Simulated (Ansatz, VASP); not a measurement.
## One calculation of HfO2, two programs

```
Hf O
1.0
     0.00000    2.56600    2.56600
     2.56600    0.00000    2.56600
     2.56600    2.56600    0.00000
Hf O
1 2
Direct
  0.00000 0.00000 0.00000
  0.25000 0.25000 0.25000
  0.75000 0.75000 0.75000
```

Change from the starting cell: volume scaled by 1.01.

Alike in both runs: task single point; functional PBE; k mesh 9 × 9 × 9; occupations fermi-dirac, width 0.01 eV; no spin polarisation.

```csv
,VASP,Ansatz
version,VASP 6.6.1,Ansatz 0.2.0
potentials or method,"VASP PAW PBE potentials, release 64 (Hf_pv, O), cutoff 520 eV","all-electron LAPW, scalar-relativistic"
```

Ansatz gave:

| Item | Value |
| --- | --- |
| gap on the k mesh at the Fermi level (eV) | 3.79 |
| pressure (GPa) | -4.8 |

Problem. Estimate VASP's values.

Solution. gap on the k mesh at the Fermi level (eV): 3.81; pressure (GPa): -8.2.

Ansatz ran all-electron here, and VASP with PAW potentials.

Neither program's run includes spin-orbit coupling.
